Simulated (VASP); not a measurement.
Here is a VASP 6.6.1 calculation.

POSCAR

```
BN
1.0
    0.0000000000      1.8984949486      1.8984949486
    1.8984949486      0.0000000000      1.8984949486
    1.8984949486      1.8984949486      0.0000000000
B N
1 1
Direct
    0.0000000000      0.0000000000      0.0000000000
    0.2500000000      0.2500000000      0.2500000000
```

File INCAR.step1:

```
SYSTEM = BN
ALGO     = Normal         ! electronic algorithm
EDIFF    = 1E-8           ! SCF threshold, eV
ENCUT    = 500            ! plane-wave cutoff, eV
GGA      = PE             ! functional
ISMEAR   = 0              ! smearing method
LASPH    = .TRUE.         ! aspherical terms in the spheres
LCHARG   = .FALSE.        ! write CHGCAR
LREAL    = .FALSE.        ! projectors in reciprocal space
LWAVE    = .TRUE.         ! write WAVECAR
NELM     = 80             ! most SCF steps
PREC     = Accurate       ! precision mode
SIGMA    = 0.01           ! smearing width, eV
```

The input INCAR.step2:

```
SYSTEM = BN
ALGO     = Exact          ! electronic algorithm
EDIFF    = 1E-8           ! SCF threshold, eV
ENCUT    = 500            ! plane-wave cutoff, eV
GGA      = PE             ! functional
ISMEAR   = 0              ! smearing method
ISTART   = 1            
LASPH    = .TRUE.         ! aspherical terms in the spheres
LCHARG   = .FALSE.        ! write CHGCAR
LOPTICS  = .TRUE.         ! frequency-dependent dielectric function
LREAL    = .FALSE.        ! projectors in reciprocal space
LWAVE    = .TRUE.         ! write WAVECAR
NBANDS   = 61             ! bands
NELM     = 1              ! most SCF steps
PREC     = Accurate       ! precision mode
SIGMA    = 0.01           ! smearing width, eV
```

File INCAR.step3:

```
SYSTEM = BN
ALGO     = EVGW0          ! electronic algorithm
EDIFF    = 1E-8           ! SCF threshold, eV
ENCUT    = 500            ! plane-wave cutoff, eV
ENCUTGW  = 150.0          ! cutoff of the response function
GGA      = PE             ! functional
ISMEAR   = 0              ! smearing method
ISTART   = 1            
LASPH    = .TRUE.         ! aspherical terms in the spheres
LCHARG   = .FALSE.        ! write CHGCAR
LREAL    = .FALSE.        ! projectors in reciprocal space
LWAVE    = .FALSE.        ! write WAVECAR
NBANDS   = 61             ! bands
NBANDSGW = 12           
NELMGW   = 1            
NOMEGA   = 48             ! frequency points
PREC     = Accurate       ! precision mode
PRECFOCK = Fast         
SIGMA    = 0.01           ! smearing width, eV
```

The input KPOINTS:

```
k-points
0
G
  6 6 6
  0 0 0
```

Potentials or basis: VASP PAW PBE potentials, release 64 (B_GW, N_GW).

The run is started by

```sh
$ cat potpaw_PBE.64/B_GW/POTCAR potpaw_PBE.64/N_GW/POTCAR > POTCAR
$ cp INCAR.step1 INCAR
$ mpirun -np 1 vasp_std > vasp.out
$ cp INCAR.step2 INCAR
$ mpirun -np 1 vasp_std > vasp.out
$ cp INCAR.step3 INCAR
$ mpirun -np 1 vasp_std > vasp.out
```

(1) Estimate the quasiparticle gap.

(2) What does it give for the least direct quasiparticle gap?

(3) Estimate the least direct gap of the starting levels on the mesh.

(4) Predict the band gap of the starting levels on the mesh.

## Answers

(1) 5.69 eV.

(2) 9.87 eV.

(3) 8.05 eV.

(4) 4.29 eV.

Caveat: the k points lie up to 0.48 Å⁻¹ apart; bands, screening cutoff and mesh are small and nothing is extrapolated, so the quasiparticle values aren't converged.
